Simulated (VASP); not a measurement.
A run of VASP 6.6.1 is set up as follows.

INCAR

```
SYSTEM = ZnCu
PREC = Accurate ; ENCUT = 520
EDIFF = 1E-6 ; ISMEAR = 0
SIGMA = 0.15 ; LREAL = .False.
LASPH = .True. ; NELM = 80
ALGO = Fast ; ISIF = 2
LWAVE = .False. ; LCHARG = .False.
GGA = PS ; NBANDS = 18
```

The input KPOINTS:

```
Automatic mesh
0
Gamma
  18 18 18
  0 0 0
```

POSCAR

```
ZnCu
1.0
    3.1395012033      0.9155334087      0.9155334087
    0.9155334087      3.1395012033      0.9155334087
    0.9155334087      0.9155334087      3.1395012033
Zn Cu
1 1
Direct
    0.5000000000      0.5000000000      0.5000000000
    0.0000000000      0.0000000000      0.0000000000
```

Potentials or basis: VASP PAW PBE potentials, release 64 (Zn, Cu).

The run is started by

```console
$ cat potpaw_PBE.64/Zn/POTCAR potpaw_PBE.64/Cu/POTCAR > POTCAR
$ mpirun -np 1 vasp_std > vasp.out
```

Problem. What does it give for the band gap on the k mesh?

Solution. Zero (an odd number of electrons rules out a gap without spin polarisation).

Problem. Predict the pressure.

Solution. 20.8 GPa.

Stress tensor (GPa, compression positive):
```
20.78  3.30  3.30
 3.30 20.78  3.30
 3.30  3.30 20.78
```

Caveat: the cell stands under pressure; the PAW data sets were made with another functional, which shifts forces and pressure a little.
